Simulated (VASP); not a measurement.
# ZnS (Cm) in VASP: notebook

Runs on ZnS. Level: LDA. Tasks: single point.

Everything below comes from runs of VASP 6.6.1. Logs are shortened: lines on timing, memory, paths and dates and some standing lists are left out, and cuts for length are marked.

## Step 1: The cell of the first run

The structure is monoclinic, space group Cm (No. 8). The conventional cell has a = 6.625 Å, b = 3.825 Å, c = 9.385 Å, α = 90.00°, β = 93.37°, γ = 90.00°. Zn (site symmetry m) has 4 S at 2.34 to 2.41 Å within 3.1 Å. Zn (site symmetry m) has 4 S at 2.34 Å within 3.1 Å. Zn (site symmetry m) has 4 S at 2.34 Å within 3.1 Å. S (site symmetry m) has 4 Zn at 2.34 to 2.41 Å within 3.1 Å. S (site symmetry m) has 4 Zn at 2.34 Å within 3.1 Å. S (site symmetry m) has 4 Zn at 2.34 Å within 3.1 Å.

## Step 2: Single point, LDA (the part above a cut slid along it)

Contents of INCAR:

```
PREC     = Accurate       # precision mode
ENCUT    = 520            # plane-wave cutoff, eV
EDIFF    = 1E-7           # SCF threshold, eV
ISMEAR   = 0              # smearing method
SIGMA    = 0.05           # smearing width, eV
LREAL    = False          # projectors in reciprocal space
LASPH    = True           # aspherical terms in the spheres
NELM     = 60             # most SCF steps
ALGO     = Normal         # electronic algorithm
ISIF     = 2              # what is computed and relaxed
LWAVE    = False          # write WAVECAR
LCHARG   = False          # write CHGCAR
NBANDS   = 36             # bands
```

Contents of KPOINTS:

```
regular mesh
0
Gamma
  8 8 3
```

Contents of POSCAR:

```
ZnS
1.0
    2.7046500000     -2.7046500000      0.0000000000
    2.7046500000      0.0000000000     -2.7046500000
   10.3680053100      2.9299473450      2.9299473450
Zn S
3 3
Direct
    0.5520486100      0.5520486100      0.1250333333
   -0.7257513900     -0.7257513900      0.7917000000
   -0.0868513900     -0.0868513900      0.4583666667
   -0.1354763900     -0.1354763900      0.8750333333
    0.5034236100      0.5034236100      0.5417000000
    0.1423236100      0.1423236100      0.2083666667
```

Potentials or basis: VASP PAW LDA potentials, release 64 (Zn, S).

Command:

```console
$ cat potpaw_LDA.64/Zn/POTCAR potpaw_LDA.64/S/POTCAR > POTCAR
$ mpirun -np 1 vasp_std > vasp.out
```

OUTCAR:

```text
PREC = Accurate
   ENCUT = 520
   EDIFF = 1E-7
   ISMEAR = 0
   LREAL = False
   LASPH = True
   NELM = 60
   ISIF = 2

 ion  position               nearest neighbor table
   1  0.552  0.552  0.125-   6 2.34   6 2.34   6 2.34   4 2.41
   2  0.274  0.274  0.792-   4 2.34   4 2.34   5 2.34   4 2.34
   3  0.913  0.913  0.458-   5 2.34   5 2.34   6 2.34   5 2.34
   4  0.865  0.865  0.875-   2 2.34   2 2.34   2 2.34   1 2.41
   5  0.503  0.503  0.542-   3 2.34   3 2.34   2 2.34   3 2.34
   6  0.142  0.142  0.208-   1 2.34   3 2.34   1 2.34   1 2.34

  LATTYP: Found a base centered monoclinic cell.
 ALAT       =     6.6250124328
 B/A-ratio  =     0.5773502692
 C/A-ratio  =     1.4166647063
 COS(beta)  =    -0.0588000814

  Lattice vectors:

 A1 = (   2.7046500000,  -2.7046500000,  -0.0000000000)
 A2 = (   2.7046500000,   0.0000000000,  -2.7046500000)
 A3 = (   4.9587053100,   5.6345973450,   5.6345973450)

Analysis of symmetry for initial positions (statically):
=====================================================================
 Subroutine PRICEL returns:
 Original cell was already a primitive cell.

 Routine SETGRP: Setting up the symmetry group for a
 base centered monoclinic supercell.

 Subroutine GETGRP returns: Found  2 space group operations
 (whereof  2 operations were pure point group operations)
 out of a pool of  4 trial point group operations.

The static configuration has the point symmetry C_1h.

Analysis of symmetry for dynamics (positions and initial velocities):
=====================================================================
 Subroutine PRICEL returns:
 Original cell was already a primitive cell.

 Routine SETGRP: Setting up the symmetry group for a
 base centered monoclinic supercell.

 Subroutine GETGRP returns: Found  2 space group operations
 (whereof  2 operations were pure point group operations)
 out of a pool of  4 trial point group operations.

The dynamic configuration has the point symmetry C_1h.

 Subroutine INISYM returns: Found  2 space group operations
 (whereof  2 operations are pure point group operations),
 and found     1 'primitive' translations

----------------------------------------------------------------------------------------

                                     Primitive cell

  volume of cell :     118.7092

  direct lattice vectors                    reciprocal lattice vectors
     2.704650000 -2.704650000  0.000000000     0.066755403 -0.302978204  0.066755403
     2.704650000  0.000000000 -2.704650000     0.066755403  0.066755403 -0.302978204
    10.368005310  2.929947345  2.929947345     0.061622268  0.061622268  0.061622268

  length of vectors
     3.824952711  3.824952711 11.165335508     0.317345805  0.317345805  0.106732899

  position of ions in fractional coordinates (direct lattice)
     0.552048610  0.552048610  0.125033333
     0.274248610  0.274248610  0.791700000
     0.913148610  0.913148610  0.458366667
     0.864523610  0.864523610  0.875033333
     0.503423610  0.503423610  0.541700000
     0.142323610  0.142323610  0.208366667

  ion indices of the primitive-cell ions
   primitive index   ion index
                 1           1
                 2           2
                 3           3
                 4           4
                 5           5
                 6           6

----------------------------------------------------------------------------------------

 KPOINTS: regular mesh

Automatic generation of k-mesh.
 Grid dimensions read from file:
 generate k-points for:    8    8    3

 Generating k-lattice:

  Cartesian coordinates                     Fractional coordinates (reciprocal lattice)
     0.008344425 -0.037872276  0.008344425     0.125000000  0.000000000  0.000000000
     0.008344425  0.008344425 -0.037872276     0.000000000  0.125000000  0.000000000
     0.020540756  0.020540756  0.020540756     0.000000000  0.000000000  0.333333333

  Length of vectors
     0.039668226  0.039668226  0.035577633

  Shift w.r.t. Gamma in fractional coordinates (k-lattice)
     0.000000000  0.000000000  0.000000000

 Subroutine IBZKPT returns following result:
 ===========================================

 Found     57 irreducible k-points:

 Following reciprocal coordinates:
            Coordinates               Weight
  0.000000  0.000000  0.000000      1.000000
  0.125000  0.000000  0.000000      4.000000
  0.250000  0.000000  0.000000      4.000000
  0.375000  0.000000  0.000000      4.000000
  0.500000  0.000000  0.000000      2.000000
  0.125000  0.125000  0.000000      2.000000
[... 16 lines left out ...]
  0.125000  0.000000  0.333333      4.000000
  0.250000  0.000000  0.333333      4.000000
 [... further k-points ...]
   k-points           NKPTS =     57   k-points in BZ     NKDIM =     57   number of bands    NBANDS=     36
   number of dos      NEDOS =    301   number of ions     NIONS =      6
   total plane-waves  NPLWV =  65856
   dimension x,y,z NGX =    28 NGY =   28 NGZ =   84
   dimension x,y,z NGXF=    56 NGYF=   56 NGZF=  168
   ions per type =               3   3
   NGX,Y,Z   is equivalent  to a cutoff of  12.17, 12.17, 12.51 a.u.
   NGXF,Y,Z  is equivalent  to a cutoff of  24.34, 24.34, 25.01 a.u.
 SYSTEM =  unknown system
   PREC   = accura    normal or accurate (medium, high low for compatibility)
   ISTART =      0    job   : 0-new  1-cont  2-samecut
   ICHARG =      2    charge: 1-file 2-atom 10-const
   ISPIN  =      1    spin polarized calculation?
   LNONCOLLINEAR =      F non collinear calculations
   LSORBIT =      F    spin-orbit coupling
   LASPH  =      T    aspherical Exc in radial PAW
   ENCUT  =  520.0 eV  38.22 Ry    6.18 a.u.   7.11  7.11 20.76*2*pi/ulx,y,z
   NELM   =     60;   NELMIN=  2; NELMDL= -5     # of ELM steps
   EDIFF  = 0.1E-06   stopping-criterion for ELM
   LREAL  =      F    real-space projection
   EDIFFG = 0.1E-05   stopping-criterion for IOM
   NSW    =      0    number of steps for IOM
   IBRION =     -1    ionic relax: 0-MD 1-quasi-New 2-CG
   NFREE  =      0    steps in history (QN), initial steepest desc. (CG)
   ISIF   =      2    stress and relaxation
   ISYM   =      2    0-nonsym 1-usesym 2-fastsym
   POTIM  = 0.5000    time-step for ionic-motion
   TEBEG  =    0.0;   TEEND  =   0.0 temperature during run
   PSTRESS=    0.0 pullay stress
   NELECT =      54.0000    total number of electrons
   NUPDOWN=      -1.0000    fix difference up-down
   EMIN   =  10.00;   EMAX   =-10.00  energy-range for DOS
   EFERMI =   0.00;   METHOD = LEGACY
   ISMEAR =     0;   SIGMA  =   0.05  broadening in eV -4-tet -1-fermi 0-gaus
   EFERMI_NEDOS =   21; number of points for ismear=-14 and -15
   IALGO  =     38    algorithm
   IMIX   =      4    mixing-type and parameters
     AMIX     =   0.40;   BMIX     =  1.00
     AMIX_MAG =   1.60;   BMIX_MAG =  1.00
  volume/ion in A,a.u.               =      19.78       133.51
  Fermi-wavevector in a.u.,A,eV,Ry     =   1.259055  2.379268 21.568210  1.585219
  Thomas-Fermi vector in A             =   2.392634
   LORBIT       =      0    0 simple, 1 ext, 2 COOP (PROOUT), +10 PAW based schemes
   GGA     = CA    functional components
   LHFCALC =     F    Hartree Fock is set to
   AEXX    =    0.0000 exact exchange contribution
   IVDW    =     0    specifies the selected vdW correction
   LEPSILON=     F    determine dielectric tensor
   LRPA    =     F    only Hartree local field effects (RPA)
 non-spin polarized calculation
 Gauss-broadening in eV      SIGMA  =   0.05
  energy-cutoff  :      520.00
  volume of cell :      118.71
 maximum number of plane-waves:      3216
   NGX = 15   NGY = 15   NGZ = 41

 number of electron      54.0000001 magnetization

 Free energy of the ion-electron system (eV)
  ---------------------------------------------------
  ext. energy  EPLUGINS =         0.00000000
  ---------------------------------------------------
  free energy    TOTEN  =       -24.41599963 eV

  energy without entropy =      -24.41599963  energy(sigma->0) =      -24.41599963

 E-fermi :   2.2465     XC(G=0): -10.0334

 val. band max:        1.9778724076   @ k =   0.0000   0.0000   0.0000
 cond. band min:       3.7175350067   @ k =   0.0000   0.0000   0.0000
 fundamental gap:      1.7396625991
 Fermi energy:         2.2465185994

 k-point     1 :       0.0000    0.0000    0.0000
  band No.  band energies     occupation
      1     -11.1785      2.00000
      2     -10.5333      2.00000
      3     -10.4549      2.00000
      4      -4.6023      2.00000
      5      -4.5899      2.00000
      6      -4.5825      2.00000
[... 28 lines left out ...]
     35       8.7130      0.00000
     36       8.9118      0.00000

 k-point     2 :       0.1250    0.0000    0.0000
  band No.  band energies     occupation
      1     -11.0605      2.00000
      2     -10.5343      2.00000
      3     -10.3142      2.00000
      4      -4.6049      2.00000
      5      -4.5697      2.00000
      6      -4.5645      2.00000
[... 28 lines left out ...]
     35       8.6276      0.00000
     36       8.7884      0.00000

 k-point     3 :       0.2500    0.0000    0.0000
  band No.  band energies     occupation
      1     -10.7424      2.00000
      2     -10.4288      2.00000
      3     -10.0785      2.00000
      4      -4.6141      2.00000
      5      -4.5302      2.00000
      6      -4.5096      2.00000
[... 28 lines left out ...]
     35       9.2145      0.00000
     36       9.3489      0.00000
[... 742 lines left out ...]
 k-point    23 :       0.1250    0.0000    0.3333
  band No.  band energies     occupation
      1     -11.0339      2.00000
      2     -10.6237      2.00000
      3     -10.2493      2.00000
      4      -4.5963      2.00000
      5      -4.5759      2.00000
      6      -4.5661      2.00000
[... 28 lines left out ...]
     35       8.6111      0.00000
     36       9.0565      0.00000

 k-point    24 :       0.2500    0.0000    0.3333
  band No.  band energies     occupation
      1     -10.7796      2.00000
      2     -10.3079      2.00000
      3     -10.1643      2.00000
      4      -4.5980      2.00000
      5      -4.5498      2.00000
      6      -4.5206      2.00000
[... 28 lines left out ...]
     35       8.8969      0.00000
     36       9.1942      0.00000

 [... further k-points ...]

------------------------ aborting loop because EDIFF is reached ----------------------------------------

  FORCE on cell =-STRESS in cart. coord.  units (eV):
  Direction    XX          YY          ZZ          XY          YZ          ZX
  --------------------------------------------------------------------------------------
  -------------------------------------------------------------------------------------
  Total       -2.7769780     -3.9327827     -3.9327827      0.3868185     -0.8520630      0.3868185
  in kB      -37.4799119    -53.0794080    -53.0794080      5.2207550    -11.4999994      5.2207554
  external PRESSURE =     -47.8795760 kB  Pullay stress =       0.0000000 kB

 VOLUME and BASIS-vectors are now :
 -----------------------------------------------------------------------------
  energy-cutoff  :      520.00
  volume of cell :      118.71
      direct lattice vectors                 reciprocal lattice vectors
     2.704650000 -2.704650000  0.000000000     0.066755403 -0.302978204  0.066755403
     2.704650000  0.000000000 -2.704650000     0.066755403  0.066755403 -0.302978204
    10.368005310  2.929947345  2.929947345     0.061622268  0.061622268  0.061622268

 POSITION                                       TOTAL-FORCE (eV/Angst)
 -----------------------------------------------------------------------------------
      4.28254     -1.12676     -1.12676         0.110813     -0.161458     -0.161458
      9.69184      1.57789      1.57789         0.082203     -0.043587     -0.043587
      9.69184     -1.12676     -1.12676         0.039688      0.011594      0.011594
     13.74882      0.22557      0.22557        -0.258928      0.276106      0.276106
      8.33952      0.22557      0.22557        -0.048625     -0.008816     -0.008816
      2.93022      0.22557      0.22557         0.074848     -0.073839     -0.073839
 -----------------------------------------------------------------------------------
    total drift:                                0.000427     -0.000653     -0.000653

  FREE ENERGIE OF THE ION-ELECTRON SYSTEM (eV)
  ---------------------------------------------------
  free  energy   TOTEN  =       -24.4159996328 eV

  energy  without entropy=      -24.4159996328  energy(sigma->0) =      -24.41599963
```

Wall time 6.6 min (1 thread of Intel Xeon 8259CL, shared host); peak memory 0.32 GiB.

What came out:

| Quantity | Value |
| --- | --- |
| Free energy | -24.4160 eV |
| Pressure | -4.8 GPa |
| Largest force | 0.469 eV/Å |
| Band gap on the k mesh | 1.74 eV |

Forces on the atoms (eV/Å):
```
Zn   0.111 -0.161 -0.161
Zn   0.082 -0.044 -0.044
Zn   0.040  0.012  0.012
S   -0.259  0.276  0.276
S   -0.049 -0.009 -0.009
S    0.075 -0.074 -0.074
```

Stress tensor (GPa, compression positive):
```
-3.75  0.52  0.52
 0.52 -5.31 -1.15
 0.52 -1.15 -5.31
```

Levels at points of the mesh, in eV from the valence-band top:
| k point | band 25 | band 26 | band 27 | band 28 | band 29 | band 30 |
| --- | --- | --- | --- | --- | --- | --- |
| (0.00, 0.00, 0.00) | -0.21 | -0.05 | 0.00 | 1.74 | 3.13 | 3.18 |
| (0.50, 0.00, 0.00) | -1.92 | -1.15 | -0.84 | 2.81 | 3.69 | 3.71 |
| (0.50, 0.50, 0.00) | -1.69 | -1.36 | -1.31 | 2.80 | 3.61 | 4.12 |

Caveat: the cell differs from its parent crystal (the part above a cut slid along it); the cell stands under tension.

(Continued in part 2 of 2.)
